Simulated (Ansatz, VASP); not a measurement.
One calculation of CsRh2, two programs

```
Cs Rh
1.0
     0.00000    4.02847    4.02847
     4.02847    0.00000    4.02847
     4.02847    4.02847    0.00000
Cs Rh
2 4
Direct
  0.50000 0.50000 0.50000
  0.75000 0.75000 0.75000
  0.12500 0.12500 0.12500
  0.62500 0.12500 0.12500
  0.12500 0.12500 0.62500
  0.12500 0.62500 0.12500
```

Alike in both runs: functional PBE; k mesh 8 × 8 × 8; occupations gaussian, width 0.1 eV; no spin polarisation.

Ansatz relaxed the structure, and its values are those at the end. VASP's run is a single point on that final structure, the one shown.

|  | VASP | Ansatz |
| --- | --- | --- |
| version | VASP 6.6.1 | Ansatz 0.2.0 |
| potentials or method | VASP PAW PBE potentials, release 64 (Cs_sv, Rh_pv), cutoff 520 eV | scalar-relativistic, plane waves, PAW |
| valence electrons in the cell | 78 | 86 |

```tsv
	VASP	Ansatz	Ansatz less VASP
gap on the k mesh at the Fermi level (eV)	none	none	-
pressure (GPa)	0.5	0.0	-0.47
```

A gap of «none» marks a metal or a gap that the smearing closes. VASP's potentials hold 78 valence electrons a cell and Ansatz's 86, so a difference there can come from the potentials and not from the codes.

Spin-orbit coupling is off throughout.
